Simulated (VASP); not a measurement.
# MoSe (P3m1) in VASP: notebook

MoSe is run at these levels: PBE; tasks: single point.

Everything below comes from runs of VASP 6.6.1. Logs are shortened: lines on timing, memory, paths and dates and some standing lists are left out, and cuts for length are marked.

## 1. The cell of the first run

The structure is trigonal, space group P3m1 (No. 156). The conventional cell has a = 3.447 Å, b = 3.447 Å, c = 4.343 Å, α = 90.00°, β = 90.00°, γ = 120.00°. Within 2.7 Å of Mo (site symmetry 3m) lie 3 Se at 2.03 Å. Se (site symmetry 3m) has 3 Mo at 2.03 Å within 2.7 Å.

## 2. Single point, PBE (volume scaled by 0.98)

Contents of INCAR:

```
PREC = Accurate
ENCUT = 520
EDIFF = 1E-7
ISMEAR = -1
SIGMA = 0.05
LREAL = False
LASPH = True
NELM = 60
ALGO = Normal
ISIF = 2
LWAVE = False
LCHARG = False
GGA = PE
NBANDS = 17
```

Contents of KPOINTS:

```
regular mesh
0
Gamma
  9 9 6
```

Contents of POSCAR:

```
MoSe
1.0
    3.4473748104      0.0000000000      0.0000000000
   -1.7236874101      2.9855141651      0.0000000000
    0.0000000000      0.0000000000      4.3434468360
Mo Se
1 1
Direct
    0.6666666700      0.3333333300      0.0254445500
    0.3333333300      0.6666666700      0.1184304700
```

Potentials or basis: VASP PAW PBE potentials, release 64 (Mo_sv, Se).

The run is started by

```bash
> cat potpaw_PBE.64/Mo_sv/POTCAR potpaw_PBE.64/Se/POTCAR > POTCAR
> mpirun -np 1 vasp_std > vasp.out
```

OUTCAR:

```text
PREC = Accurate
   ENCUT = 520
   EDIFF = 1E-7
   ISMEAR = -1
   LREAL = False
   LASPH = True
   NELM = 60
   ISIF = 2
   GGA = PE

 ion  position               nearest neighbor table
   1  0.667  0.333  0.025-   2 2.03   2 2.03   2 2.03
   2  0.333  0.667  0.118-   1 2.03   1 2.03   1 2.03

  LATTYP: Found a hexagonal cell.
 ALAT       =     3.4473748104
 C/A-ratio  =     1.2599288081

  Lattice vectors:

 A1 = (   3.4473748104,   0.0000000000,   0.0000000000)
 A2 = (  -1.7236874101,   2.9855141651,   0.0000000000)
 A3 = (   0.0000000000,   0.0000000000,   4.3434468360)

Analysis of symmetry for initial positions (statically):
=====================================================================
 Subroutine PRICEL returns:
 Original cell was already a primitive cell.

 Routine SETGRP: Setting up the symmetry group for a
 hexagonal supercell.

 Subroutine GETGRP returns: Found  6 space group operations
 (whereof  6 operations were pure point group operations)
 out of a pool of 24 trial point group operations.

The static configuration has the point symmetry C_3v.

Analysis of symmetry for dynamics (positions and initial velocities):
=====================================================================
 Subroutine PRICEL returns:
 Original cell was already a primitive cell.

 Routine SETGRP: Setting up the symmetry group for a
 hexagonal supercell.

 Subroutine GETGRP returns: Found  6 space group operations
 (whereof  6 operations were pure point group operations)
 out of a pool of 24 trial point group operations.

The dynamic configuration has the point symmetry C_3v.

 Subroutine INISYM returns: Found  6 space group operations
 (whereof  6 operations are pure point group operations),
 and found     1 'primitive' translations

----------------------------------------------------------------------------------------

                                     Primitive cell

  volume of cell :      44.7036

  direct lattice vectors                    reciprocal lattice vectors
     3.447374810  0.000000000  0.000000000     0.290075798  0.167475341  0.000000000
    -1.723687410  2.985514165  0.000000000     0.000000000  0.334950680  0.000000000
     0.000000000  0.000000000  4.343446836     0.000000000  0.000000000  0.230231896

  length of vectors
     3.447374810  3.447374815  4.343446836     0.334950681  0.334950680  0.230231896

  position of ions in fractional coordinates (direct lattice)
     0.666666670  0.333333330  0.025444550
     0.333333330  0.666666670  0.118430470

  ion indices of the primitive-cell ions
   primitive index   ion index
                 1           1
                 2           2

----------------------------------------------------------------------------------------

 KPOINTS: regular mesh

Automatic generation of k-mesh.
 Grid dimensions read from file:
 generate k-points for:    9    9    6

 Generating k-lattice:

  Cartesian coordinates                     Fractional coordinates (reciprocal lattice)
     0.032230644  0.018608371  0.000000000     0.111111111 -0.000000000  0.000000000
     0.000000000  0.037216742  0.000000000     0.000000000  0.111111111  0.000000000
     0.000000000  0.000000000  0.038371983     0.000000000  0.000000000  0.166666667

  Length of vectors
     0.037216742  0.037216742  0.038371983

  Shift w.r.t. Gamma in fractional coordinates (k-lattice)
     0.000000000  0.000000000  0.000000000

 Subroutine IBZKPT returns following result:
 ===========================================

 Found     62 irreducible k-points:

 Following reciprocal coordinates:
            Coordinates               Weight
  0.000000  0.000000  0.000000      1.000000
  0.111111 -0.000000  0.000000      6.000000
  0.222222  0.000000  0.000000      6.000000
  0.333333 -0.000000  0.000000      6.000000
  0.444444  0.000000  0.000000      6.000000
  0.111111  0.111111  0.000000      6.000000
[... 16 lines left out ...]
  0.222222  0.111111  0.166667     12.000000
 -0.111111  0.333333  0.166667     12.000000
 [... further k-points ...]
   k-points           NKPTS =     62   k-points in BZ     NKDIM =     62   number of bands    NBANDS=     17
   number of dos      NEDOS =    301   number of ions     NIONS =      2
   total plane-waves  NPLWV =  25088
   dimension x,y,z NGX =    28 NGY =   28 NGZ =   32
   dimension x,y,z NGXF=    56 NGYF=   56 NGZF=   64
   ions per type =               1   1
   NGX,Y,Z   is equivalent  to a cutoff of  13.50, 13.50, 12.25 a.u.
   NGXF,Y,Z  is equivalent  to a cutoff of  27.01, 27.01, 24.50 a.u.
 SYSTEM =  unknown system
   PREC   = accura    normal or accurate (medium, high low for compatibility)
   ISTART =      0    job   : 0-new  1-cont  2-samecut
   ICHARG =      2    charge: 1-file 2-atom 10-const
   ISPIN  =      1    spin polarized calculation?
   LNONCOLLINEAR =      F non collinear calculations
   LSORBIT =      F    spin-orbit coupling
   LASPH  =      T    aspherical Exc in radial PAW
   ENCUT  =  520.0 eV  38.22 Ry    6.18 a.u.   6.41  6.41  8.08*2*pi/ulx,y,z
   NELM   =     60;   NELMIN=  2; NELMDL= -5     # of ELM steps
   EDIFF  = 0.1E-06   stopping-criterion for ELM
   LREAL  =      F    real-space projection
   EDIFFG = 0.1E-05   stopping-criterion for IOM
   NSW    =      0    number of steps for IOM
   IBRION =     -1    ionic relax: 0-MD 1-quasi-New 2-CG
   NFREE  =      0    steps in history (QN), initial steepest desc. (CG)
   ISIF   =      2    stress and relaxation
   ISYM   =      2    0-nonsym 1-usesym 2-fastsym
   POTIM  = 0.5000    time-step for ionic-motion
   TEBEG  =    0.0;   TEEND  =   0.0 temperature during run
   PSTRESS=    0.0 pullay stress
   NELECT =      20.0000    total number of electrons
   NUPDOWN=      -1.0000    fix difference up-down
   EMIN   =  10.00;   EMAX   =-10.00  energy-range for DOS
   EFERMI =   0.00;   METHOD = LEGACY
   ISMEAR =    -1;   SIGMA  =   0.05  broadening in eV -4-tet -1-fermi 0-gaus
   EFERMI_NEDOS =   21; number of points for ismear=-14 and -15
   IALGO  =     38    algorithm
   IMIX   =      4    mixing-type and parameters
     AMIX     =   0.40;   BMIX     =  1.00
     AMIX_MAG =   1.60;   BMIX_MAG =  1.00
  volume/ion in A,a.u.               =      22.35       150.84
  Fermi-wavevector in a.u.,A,eV,Ry     =   1.252095  2.366117 21.330440  1.567743
  Thomas-Fermi vector in A             =   2.386012
   LORBIT       =      0    0 simple, 1 ext, 2 COOP (PROOUT), +10 PAW based schemes
   GGA     = PE    functional components
   LHFCALC =     F    Hartree Fock is set to
   AEXX    =    0.0000 exact exchange contribution
   IVDW    =     0    specifies the selected vdW correction
   LEPSILON=     F    determine dielectric tensor
   LRPA    =     F    only Hartree local field effects (RPA)
 non-spin polarized calculation
  energy-cutoff  :      520.00
  volume of cell :       44.70
 maximum number of plane-waves:      1219
 NGX is ok and might be reduce to    28
   NGX = 13   NGY = 13   NGZ = 17

 number of electron      20.0000000 magnetization

 Free energy of the ion-electron system (eV)
  ---------------------------------------------------
  ext. energy  EPLUGINS =         0.00000000
  ---------------------------------------------------
  free energy    TOTEN  =        -7.46114156 eV

  energy without entropy =       -7.42671075  energy(sigma->0) =       -7.44392616

 E-fermi :   5.8172     XC(G=0):  -9.8945

 val. band max:        5.8064579738   @ k =  -0.2222  -0.4444   0.1667
 cond. band min:       5.8209132432   @ k =   0.0000   0.0000   0.5000
 fundamental gap:      0.0144552694
 Fermi energy:         5.8172174810

 k-point     1 :       0.0000    0.0000    0.0000
  band No.  band energies     occupation
      1     -54.2410      2.00000
      2     -28.8712      2.00000
      3     -28.8712      2.00000
      4     -28.2002      2.00000
      5      -9.5855      2.00000
      6      -0.6117      2.00000
[... 9 lines left out ...]
     16      17.7238      0.00000
     17      17.7260      0.00000

 k-point     2 :       0.1111   -0.0000    0.0000
  band No.  band energies     occupation
      1     -54.2374      2.00000
      2     -28.9205      2.00000
      3     -28.8826      2.00000
      4     -28.1953      2.00000
      5      -9.4079      2.00000
      6      -0.7069      2.00000
[... 9 lines left out ...]
     16      16.5306      0.00000
     17      18.0330      0.00000

 k-point     3 :       0.2222    0.0000    0.0000
  band No.  band energies     occupation
      1     -54.2283      2.00000
      2     -29.0430      2.00000
      3     -28.9115      2.00000
      4     -28.1834      2.00000
      5      -8.9618      2.00000
      6      -0.8386      2.00000
[... 9 lines left out ...]
     16      15.3708      0.00000
     17      18.4426      0.00000

 k-point     4 :       0.3333   -0.0000    0.0000
  band No.  band energies     occupation
      1     -54.2179      2.00000
      2     -29.1785      2.00000
      3     -28.9440      2.00000
      4     -28.1704      2.00000
      5      -8.4702      2.00000
      6      -0.7845      2.00000
[... 9 lines left out ...]
     16      15.7330      0.00000
     17      17.2922      0.00000

 k-point     5 :       0.4444    0.0000    0.0000
  band No.  band energies     occupation
      1     -54.2110      2.00000
      2     -29.2650      2.00000
      3     -28.9652      2.00000
      4     -28.1620      2.00000
      5      -8.1673      2.00000
      6      -0.6261      2.00000
[... 9 lines left out ...]
     16      16.2378      0.00000
     17      17.0255      0.00000

 k-point     6 :       0.1111    0.1111    0.0000
  band No.  band energies     occupation
      1     -54.2310      2.00000
      2     -29.0029      2.00000
      3     -28.9062      2.00000
      4     -28.1870      2.00000
      5      -9.0949      2.00000
      6      -0.8013      2.00000
[... 9 lines left out ...]
     16      15.7555      0.00000
     17      17.6148      0.00000

 k-point     7 :       0.2222    0.1111    0.0000
  band No.  band energies     occupation
      1     -54.2213      2.00000
      2     -29.1238      2.00000
      3     -28.9448      2.00000
      4     -28.1745      2.00000
      5      -8.6212      2.00000
      6      -0.7697      2.00000
[... 9 lines left out ...]
     16      15.3297      0.00000
     17      17.4730      0.00000

 k-point     8 :       0.3333    0.1111    0.0000
  band No.  band energies     occupation
      1     -54.2126      2.00000
      2     -29.2274      2.00000
      3     -28.9788      2.00000
      4     -28.1639      2.00000
      5      -8.2208      2.00000
      6      -0.5417      2.00000
[... 9 lines left out ...]
     16      15.9765      0.00000
     17      16.8116      0.00000
[... 203 lines left out ...]
      1     -54.2178      2.00000
      2     -29.1783      2.00000
      3     -28.9440      2.00000
      4     -28.1717      2.00000
      5      -8.4536      2.00000
      6      -0.8094      2.00000
[... 9 lines left out ...]
     16      15.8167      0.00000
     17      17.4163      0.00000

 k-point    20 :       0.4444    0.0000    0.1667
  band No.  band energies     occupation
      1     -54.2110      2.00000
      2     -29.2648      2.00000
      3     -28.9651      2.00000
      4     -28.1634      2.00000
      5      -8.1542      2.00000
      6      -0.6197      2.00000
[... 9 lines left out ...]
     16      16.1679      0.00000
     17      17.2701      0.00000

 k-point    21 :       0.0000    0.4444    0.1667
  band No.  band energies     occupation
      1     -54.2110      2.00000
      2     -29.2648      2.00000
      3     -28.9651      2.00000
      4     -28.1634      2.00000
      5      -8.1533      2.00000
      6      -0.6533      2.00000
[... 9 lines left out ...]
     16      16.7145      0.00000
     17      17.3181      0.00000

 k-point    22 :       0.1111    0.1111    0.1667
  band No.  band energies     occupation
      1     -54.2310      2.00000
      2     -29.0028      2.00000
      3     -28.9061      2.00000
      4     -28.1884      2.00000
      5      -9.0758      2.00000
      6      -0.7905      2.00000
[... 9 lines left out ...]
     16      15.4544      0.00000
     17      17.4724      0.00000

 k-point    23 :       0.2222    0.1111    0.1667
  band No.  band energies     occupation
      1     -54.2212      2.00000
      2     -29.1237      2.00000
      3     -28.9447      2.00000
      4     -28.1759      2.00000
      5      -8.6046      2.00000
      6      -0.7378      2.00000
[... 9 lines left out ...]
     16      15.4473      0.00000
     17      17.2882      0.00000

 k-point    24 :      -0.1111    0.3333    0.1667
  band No.  band energies     occupation
      1     -54.2212      2.00000
      2     -29.1237      2.00000
      3     -28.9447      2.00000
      4     -28.1759      2.00000
      5      -8.6040      2.00000
      6      -0.7728      2.00000
[... 9 lines left out ...]
     16      15.3556      0.00000
     17      17.2173      0.00000

 [... further k-points ...]
[... 5 lines left out ...]
  --------------------------------------------------------------------------------------
  -------------------------------------------------------------------------------------
  Total       31.5089612     31.5089612      0.6872409     -0.0000001      0.0000000     -0.0000000
  in kB     1129.2822892   1129.2822914     24.6307367     -0.0000019      0.0000000     -0.0000000
  external PRESSURE =     761.0651058 kB  Pullay stress =       0.0000000 kB

 VOLUME and BASIS-vectors are now :
 -----------------------------------------------------------------------------
  energy-cutoff  :      520.00
  volume of cell :       44.70
      direct lattice vectors                 reciprocal lattice vectors
     3.447374810  0.000000000  0.000000000     0.290075798  0.167475341  0.000000000
    -1.723687410  2.985514165  0.000000000     0.000000000  0.334950680  0.000000000
     0.000000000  0.000000000  4.343446836     0.000000000  0.000000000  0.230231896

 POSITION                                       TOTAL-FORCE (eV/Angst)
 -----------------------------------------------------------------------------------
      1.72369      0.99517      0.11052         0.000000     -0.000000     -6.638969
     -0.00000      1.99034      0.51440        -0.000000      0.000000      6.638969
 -----------------------------------------------------------------------------------
    total drift:                               -0.000030      0.000017     -0.000113

  FREE ENERGIE OF THE ION-ELECTRON SYSTEM (eV)
  ---------------------------------------------------
  free  energy   TOTEN  =        -7.4611415616 eV

  energy  without entropy=       -7.4267107505  energy(sigma->0) =       -7.44392616
```

It took 64 s on 1 thread of AMD EPYC 7R13, shared host; peak memory 0.16 GiB.

What came out:

* Free energy: -7.4611 eV
* Pressure: 76.1 GPa
* Largest force: 6.639 eV/Å
* Band gap on the k mesh: zero (band 10 reaches 6.09 eV, above the bottom of band 11 at 5.71 eV)

Forces on the atoms (eV/Å):
```
Mo   0.000  0.000 -6.639
Se   0.000  0.000  6.639
```

Levels at points of the mesh, in eV from the Fermi level:
| k point | band 6 | band 7 | band 8 | band 9 | band 10 | band 11 | band 12 | band 13 | band 14 | band 15 |
| --- | --- | --- | --- | --- | --- | --- | --- | --- | --- | --- |
| (0.00, 0.00, 0.00) | -6.43 | -6.43 | -4.63 | -0.76 | 0.13 | 0.13 | 4.61 | 7.26 | 8.50 | 8.50 |
| (0.00, 0.00, 0.50) | -6.41 | -6.41 | -5.37 | 0.00 | 0.00 | 0.61 | 5.23 | 6.10 | 8.41 | 8.41 |

Caveat: the cell differs from its parent crystal (volume scaled by 0.98); forces of over 1 eV/Å act on the atoms, so gaps and moduli don't describe the material at rest.

## 3. Single point, PBE

This run uses another cell than the first one, of 22.81 Å³/atom, 1.020 times its volume.

Contents of INCAR:

```
ALGO = Normal ; EDIFF = 1E-6
ENCUT = 520 ; GGA = PE
ISIF = 2 ; ISMEAR = -1
LASPH = T ; LCHARG = T
LELF = T ; LREAL = F
LVHAR = T ; LWAVE = F
NBANDS = 17 ; NELM = 60
PREC = Accurate ; SIGMA = 0.05
```

Contents of KPOINTS:

```
k-points
0
Gamma
  9 9 6
```

Contents of POSCAR:

```
MoSe
1.0
    3.4706685900      0.0000000000      0.0000000000
   -1.7353343000      3.0056871700      0.0000000000
    0.0000000000      0.0000000000      4.3727953400
Mo Se
1 1
Direct
    0.6666666700      0.3333333300      0.0254445500
    0.3333333300      0.6666666700      0.1184304700
```

Potentials or basis: VASP PAW PBE potentials, release 64 (Mo_sv, Se).

The run is started by

```bash
> cat potpaw_PBE.64/Mo_sv/POTCAR potpaw_PBE.64/Se/POTCAR > POTCAR
> mpirun -np 1 vasp_std > vasp.out
```

It took 83 s on 1 thread of AMD EPYC 7R13, shared host; peak memory 0.17 GiB.

It converged, with:

```
Free energy            : -7.8773 eV
Pressure               : 70.1 GPa
Largest force          : 6.203 eV/Å
Band gap on the k mesh : zero (band 10 reaches 5.86 eV, above the bottom of band 11 at 5.52 eV)
```

Forces in eV/Å, atoms in the order of the input:
```
Mo   0.000  0.000 -6.203
Se   0.000  0.000  6.203
```

Stress tensor (GPa, compression positive):
```
104.15   0.00   0.00
  0.00 104.15   0.00
  0.00   0.00   1.94
```

Levels at points of the mesh, in eV from the Fermi level:
```csv
k point,band 8,band 9,band 10,band 11,band 12,band 13
"(0.00, 0.00, 0.00)",-4.56,-0.74,0.13,0.13,4.54,7.18
"(0.00, 0.00, 0.50)",-5.29,0.01,0.01,0.61,5.17,6.02
```

Caveat: forces of over 1 eV/Å act on the atoms, so gaps and moduli don't describe the material at rest.
